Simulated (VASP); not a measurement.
# ZnS (F-43m) in VASP: further runs, part 2 of 2

VASP 6.6.1.

### 4 Relaxation of cell and atoms, LDA, target pressure 10 GPa, at which the enthalpy is minimised

INCAR

```
PREC = Accurate ; ENCUT = 600
EDIFF = 1E-6 ; ISMEAR = 0
SIGMA = 0.01 ; LREAL = F
LASPH = T ; NELM = 80
ALGO = Normal ; ISIF = 3
LWAVE = F ; LCHARG = F
IBRION = 2 ; NSW = 100
EDIFFG = -0.002 ; PSTRESS = 100.0
```

KPOINTS

```
Automatic mesh
0
Gamma
  8 8 8
```

POSCAR

```
ZnS
1.0
    2.6484687084      2.6484687084      0.0000000000
   -2.6484687084      2.6484687084      0.0000000000
    0.0000000000      2.6484687084      2.6484687084
Zn S
1 1
Direct
    0.7500000000      0.2500000000      0.5000000000
    0.0000000000      0.0000000000      0.0000000000
```

Potentials or basis: VASP PAW LDA potentials, release 64 (Zn, S).

The run is started by

```bash
$ cat potpaw_LDA.64/Zn/POTCAR potpaw_LDA.64/S/POTCAR > POTCAR
$ mpirun -np 1 vasp_std > vasp.out
```

OUTCAR:

```text
PREC = Accurate
   ENCUT = 600
   EDIFF = 1E-6
   ISMEAR = 0
   LREAL = F
   LASPH = T
   NELM = 80
   ISIF = 3
   IBRION = 2
   NSW = 100
   EDIFFG = -0.002
   PSTRESS = 100.0

 ion  position               nearest neighbor table
   1  0.750  0.250  0.500-   2 2.29   2 2.29   2 2.29   2 2.29
   2  0.000  0.000  0.000-   1 2.29   1 2.29   1 2.29   1 2.29

  LATTYP: Found a face centered cubic cell.
 ALAT       =     5.2969374168

  Lattice vectors:

 A1 = (   0.0000000000,   2.6484687084,   2.6484687084)
 A2 = (   2.6484687084,   0.0000000000,   2.6484687084)
 A3 = (   2.6484687084,   2.6484687084,   0.0000000000)

Analysis of symmetry for initial positions (statically):
=====================================================================
 Subroutine PRICEL returns:
 Original cell was already a primitive cell.

 Routine SETGRP: Setting up the symmetry group for a
 face centered cubic supercell.

 Subroutine GETGRP returns: Found 24 space group operations
 (whereof 24 operations were pure point group operations)
 out of a pool of 48 trial point group operations.

The static configuration has the point symmetry T_d .

Analysis of symmetry for dynamics (positions and initial velocities):
=====================================================================
 Subroutine PRICEL returns:
[... 167 lines left out ...]
  Total        0.0598313      0.0598313      0.0598313      0.0000000     -0.0000000      0.0000000
  in kB        2.5800275      2.5800275      2.5800275      0.0000000     -0.0000000      0.0000000
  external PRESSURE =     -97.4199725 kB  Pullay stress =     100.0000000 kB
[... 25 lines left out ...]
--------------------------------------- Ionic step        2  -------------------------------------------

 number of electron      17.9999988 magnetization

 E-fermi :   4.4444     XC(G=0): -11.1223

 val. band max:        4.3970218566   @ k =   0.0000   0.0000   0.0000
 cond. band min:       7.0118150426   @ k =   0.5000   0.5000   0.0000
 fundamental gap:      2.6147931860
 Fermi energy:         4.4444495241

 k-point     1 :       0.0000    0.0000    0.0000
  band No.  band energies     occupation
      1     -10.5909      2.00000
      2      -3.3199      2.00000
      3      -3.3199      2.00000
      4      -3.3199      2.00000
      5      -2.5404      2.00000
      6      -2.5404      2.00000
      7       4.3970      2.00000
      8       4.3970      2.00000
      9       4.3970      2.00000
     10       7.3599      0.00000
     11      10.3819      0.00000
     12      10.3819      0.00000
     13      10.3819      0.00000
[... 557 lines left out ...]
--------------------------------------- Ionic step        7  -------------------------------------------

 number of electron      18.0000014 magnetization

 Free energy of the ion-electron system (eV)
  ---------------------------------------------------
  ext. energy  EPLUGINS =         0.00000000
  ---------------------------------------------------
  free energy    TOTEN  =        -8.11235664 eV

  energy without entropy =       -8.11235664  energy(sigma->0) =       -8.11235664

 E-fermi :   3.5815     XC(G=0): -10.7469

 val. band max:        3.4874705508   @ k =   0.0000   0.0000   0.0000
 cond. band min:       6.0752317405   @ k =   0.0000   0.0000   0.0000
 fundamental gap:      2.5877611897
 Fermi energy:         3.5814997012

 k-point     1 :       0.0000    0.0000    0.0000
  band No.  band energies     occupation
      1     -10.7994      2.00000
      2      -3.7461      2.00000
      3      -3.7461      2.00000
      4      -3.7461      2.00000
      5      -3.0748      2.00000
      6      -3.0748      2.00000
      7       3.4875      2.00000
      8       3.4875      2.00000
      9       3.4875      2.00000
     10       6.0752      0.00000
     11       9.5935      0.00000
     12       9.5935      0.00000
     13       9.5935      0.00000
[... 401 lines left out ...]
  energy  without entropy=       -8.1123566425  energy(sigma->0) =       -8.11235664

  enthalpy is  TOTEN    =        -5.9951477972 eV   P V=        2.1172088453

 reached required accuracy - stopping structural energy minimisation
```

Wall time 34 s (1 thread of Intel Xeon Platinum 8559C (Emerald Rapids), shared host); peak memory 0.16 GiB.

What came out:

```yaml
Free_energy: -8.1124 eV
Relaxed_volume: 16.96 Å³/atom
Relaxed_cell: a = 3.634 Å, b = 3.634 Å, c = 3.634 Å, α = 60.00°, β = 60.00°, γ = 90.00°
Space_group_after_relaxing_to_0.05_Å: F-43m (No. 216)
Energy_change_on_relaxing_the_enthalpy_is_what_falls: +47.7 meV/atom
Ionic_steps: 7
Pressure_after_relaxing: 10.0 GPa
Band_gap_on_the_k_mesh: 2.59 eV, direct
```

The path:
| step | energy change (eV) | largest force (eV/Å) | pressure (GPa) | volume (Å³) |
| --- | --- | --- | --- | --- |
| 1 | 0.0000 | 0.0000 | 0.26 | 37.15 |
| 2 | 0.3376 | 0.0000 | 21.55 | 31.41 |
| 3 | 0.0934 | 0.0000 | 9.81 | 33.95 |
| 4 | 0.0973 | 0.0000 | 10.08 | 33.89 |
| 5 | 0.0950 | 0.0000 | 9.91 | 33.93 |
| 6 | 0.0956 | 0.0000 | 10.05 | 33.92 |
| 7 | 0.0953 | 0.0000 | 9.99 | 33.92 |

Final structure:
```cif
data_structure
_symmetry_space_group_name_H-M 'P 1'
_symmetry_Int_Tables_number 1
_cell_length_a 3.6335
_cell_length_b 3.6335
_cell_length_c 3.6335
_cell_angle_alpha 60.000
_cell_angle_beta 60.000
_cell_angle_gamma 90.000
_cell_volume 33.92
loop_
_atom_site_label
_atom_site_type_symbol
_atom_site_fract_x
_atom_site_fract_y
_atom_site_fract_z
_atom_site_occupancy
Zn1 Zn 0.75000 0.25000 0.50000 1
S1 S 0.00000 0.00000 0.00000 1
```

Levels at points of the mesh, in eV from the valence-band top:
```tsv
k point	band 5	band 6	band 7	band 8	band 9	band 10	band 11	band 12	band 13
(0.00, 0.00, 0.00)	-6.56	-6.56	0.00	0.00	0.00	2.59	6.11	6.11	6.11
(0.50, 0.00, 0.00)	-6.52	-6.52	-6.24	-1.12	-1.12	3.40	6.67	6.67	9.13
(0.50, 0.50, 0.00)	-6.45	-6.28	-5.30	-2.85	-2.85	2.83	3.80	11.90	12.83
```

Caveat: the cell is relaxed towards a set pressure, so the enthalpy falls and the energy may rise. LDA usually gives volumes a few per cent too small.

### 5 Relaxation of cell and atoms, LDA, target pressure 15 GPa, at which the enthalpy is minimised

INCAR

```
PREC = Accurate
ENCUT = 600
EDIFF = 1E-6
ISMEAR = 0
SIGMA = 0.01
LREAL = F
LASPH = T
NELM = 100
ALGO = Normal
ISIF = 3
LWAVE = F
LCHARG = F
IBRION = 2
NSW = 100
EDIFFG = -0.002
PSTRESS = 150.0
```

KPOINTS is that of step 4.

POSCAR is that of step 4.

The run is started by

```bash
$ cat potpaw_LDA.64/Zn/POTCAR potpaw_LDA.64/S/POTCAR > POTCAR
$ mpirun -np 1 vasp_std > vasp.out
```

Wall time 51 s (1 thread of Intel Xeon Platinum 8559C (Emerald Rapids), shared host); peak memory 0.15 GiB.

The run converged. Its results:

```
Free energy                                            : -8.0186 eV
Relaxed volume                                         : 16.36 Å³/atom
Relaxed cell                                           : a = 3.590 Å, b = 3.590 Å, c = 3.590 Å, α = 60.00°, β = 60.00°, γ = 90.00°
Space group after relaxing (to 0.05 Å)                 : F-43m (No. 216)
Energy change on relaxing (the enthalpy is what falls) : +94.5 meV/atom
Ionic steps                                            : 12
Pressure after relaxing                                : 15.0 GPa
Band gap on the k mesh                                 : 2.73 eV, indirect (least direct gap 2.76 eV)
```

The path:
| step | energy change (eV) | largest force (eV/Å) | pressure (GPa) | volume (Å³) |
| --- | --- | --- | --- | --- |
| 1 | 0.0000 | 0.0000 | 0.26 | 37.15 |
| 2 | 0.8487 | 0.0000 | 40.16 | 28.70 |
| 3 | 0.1787 | 0.0000 | 14.52 | 32.83 |
| 4 | 0.1871 | 0.0000 | 14.92 | 32.73 |
| 5 | 0.1951 | 0.0000 | 15.30 | 32.65 |
| 6 | 0.1828 | 0.0000 | 14.71 | 32.78 |
| 7 | 0.1888 | 0.0000 | 14.98 | 32.72 |
| 8 | 0.1892 | 0.0000 | 15.02 | 32.71 |
| 9 | 0.1890 | 0.0000 | 14.98 | 32.71 |
| 10 | 0.1897 | 0.0000 | 15.09 | 32.71 |
| 11 | 0.1891 | 0.0000 | 15.02 | 32.71 |
| 12 | 0.1891 | 0.0000 | 14.99 | 32.71 |

Final structure:
```yaml
crystal:
  lattice:
    - [2.53842, 2.53842, 0.00000]
    - [-2.53842, 2.53842, 0.00000]
    - [0.00000, 2.53842, 2.53842]
  atoms:
    - { symbol: Zn, position: [0.75000, 0.25000, 0.50000] }
    - { symbol: S, position: [0.00000, 0.00000, 0.00000] }
```

Levels at points of the mesh, in eV from the valence-band top:
```tsv
k point	band 7	band 8	band 9	band 10	band 11	band 12
(0.00, 0.00, 0.00)	0.00	0.00	0.00	2.76	6.05	6.05
(0.50, 0.00, 0.00)	-6.39	-1.19	-1.19	3.46	6.62	6.62
(0.50, 0.50, 0.00)	-5.47	-3.01	-3.01	2.73	3.75	12.22
```

Caveat: the cell is relaxed towards a set pressure, so the enthalpy falls and the energy may rise. Zero-point motion and thermal expansion aren't in these numbers.

### 6 The runs side by side

```tsv
cell	gap on the mesh (eV)	pressure (GPa)
relaxed to 4 GPa	2.34	4.0
relaxed to 7 GPa	2.47	7.0
relaxed to 10 GPa	2.59	10.0
relaxed to 15 GPa	2.73	15.0
```

Alike in all rows: task relaxation of cell and atoms; level LDA; potentials or basis VASP PAW LDA potentials, release 64 (Zn, S); no spin polarisation; k mesh 8 × 8 × 8; cutoff (eV) 600; smearing gaussian 0.01 eV.

Caveats: the cell is relaxed towards a set pressure, so the enthalpy falls and the energy may rise.

Total energies depend on the potentials used, so only differences within one code and one set of settings carry meaning.
